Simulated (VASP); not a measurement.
Write the native input for VASP 6.6.1 that does the following.

| Item | Value |
| --- | --- |
| Task | single point |
| Functional | LDA |
| Potentials or basis | VASP PAW LDA potentials, release 64 (Be, S) |
| Cutoff | 600 eV |
| k mesh | 9 × 9 × 9 |
| Occupations | fermi-dirac, width 0.02 eV |
| Spin | no spin polarisation |
| Dipole correction | no |
| Further INCAR settings | ALGO = Normal; EDIFF = 1e-06; NBANDS = 11 |

The structure of BeS lies in POSCAR:

```
BeS
1.0
    0.0000000000      2.4250000000      2.4250000000
    2.4250000000      0.0000000000      2.4250000000
    2.4250000000      2.4250000000      0.0000000000
Be S
1 1
Direct
    0.0000000000      0.0000000000      0.0000000000
    0.7500000000      0.7500000000      0.7500000000
```

The input as run:

INCAR

```
SYSTEM = BeS
  PREC = Accurate
  ENCUT = 600
  EDIFF = 1E-6
  ISMEAR = -1
  SIGMA = 0.02
  LREAL = .FALSE.
  LASPH = .TRUE.
  NELM = 120
  ALGO = Normal
  ISIF = 2
  LWAVE = .FALSE.
  LCHARG = .FALSE.
  GGA = CA
  NBANDS = 11
  GGA_COMPAT = .FALSE.
```

KPOINTS

```
regular mesh
0
G
  9 9 9
  0 0 0
```

Potentials or basis: VASP PAW LDA potentials, release 64 (Be, S).

Launch:

```bash
$ cat potpaw_LDA.64/Be/POTCAR potpaw_LDA.64/S/POTCAR > POTCAR
$ mpirun -np 1 vasp_std > vasp.out
```

Results of the run:

- Pressure: -3.1 GPa
- Band gap on the k mesh: 3.00 eV, indirect (least direct gap 5.54 eV)

Wall time 8.2 s on 1 thread of Intel Xeon 6975P-C, on a shared host, peak memory 0.14 GiB.
